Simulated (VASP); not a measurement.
Write the native input for VASP 6.6.1 that does the following.

* Task: single point
* Functional: PBE
* Potentials or basis: VASP PAW PBE potentials, release 64 (Si)
* Cutoff: 520 eV
* k mesh: 8 × 8 × 8
* Occupations: fermi-dirac, width 0.02 eV
* Spin: no spin polarisation
* Dipole correction: no
* Further INCAR settings: ALGO = Normal; EDIFF = 1e-06; NBANDS = 11

The structure of Si lies in POSCAR:

```
Si
1.0
    0.0000000000      2.7221197381      2.7221197381
    2.6946263287      0.0000000000      2.7221197381
    2.6946263287      2.7221197381      0.0000000000
Si
2
Direct
    0.2500000000      0.2500000000      0.2500000000
    0.0000000000      0.0000000000      0.0000000000
```

This cell differs from its parent crystal: uniaxial x strain -1.0%.

One way to write it, as run:

INCAR

```
PREC     = Accurate       # precision mode
ENCUT    = 520            # plane-wave cutoff, eV
EDIFF    = 1E-6           # SCF threshold, eV
ISMEAR   = -1             # smearing method
SIGMA    = 0.02           # smearing width, eV
LREAL    = False          # projectors in reciprocal space
LASPH    = True           # aspherical terms in the spheres
NELM     = 80             # most SCF steps
ALGO     = Normal         # electronic algorithm
ISIF     = 2              # what is computed and relaxed
LWAVE    = False          # write WAVECAR
LCHARG   = False          # write CHGCAR
GGA      = PE             # functional
NBANDS   = 11             # bands
```

KPOINTS

```
regular mesh
0
Gamma
  8 8 8
```

Potentials or basis: VASP PAW PBE potentials, release 64 (Si).

Launch:

```sh
$ cat potpaw_PBE.64/Si/POTCAR > POTCAR
$ mpirun -np 1 vasp_std > vasp.out
```

It gave:

```json
{
  "Pressure": "2.2 GPa",
  "Band gap on the k mesh": "0.50 eV (least direct gap 2.49 eV)"
}
```

Caveat: the cell differs from its parent crystal (uniaxial x strain -1.0%).

Wall time 19 s on 1 thread of Intel(R) Xeon(R) Platinum 8488C (Sapphire Rapids), with other jobs on the host, peak memory 0.16 GiB.
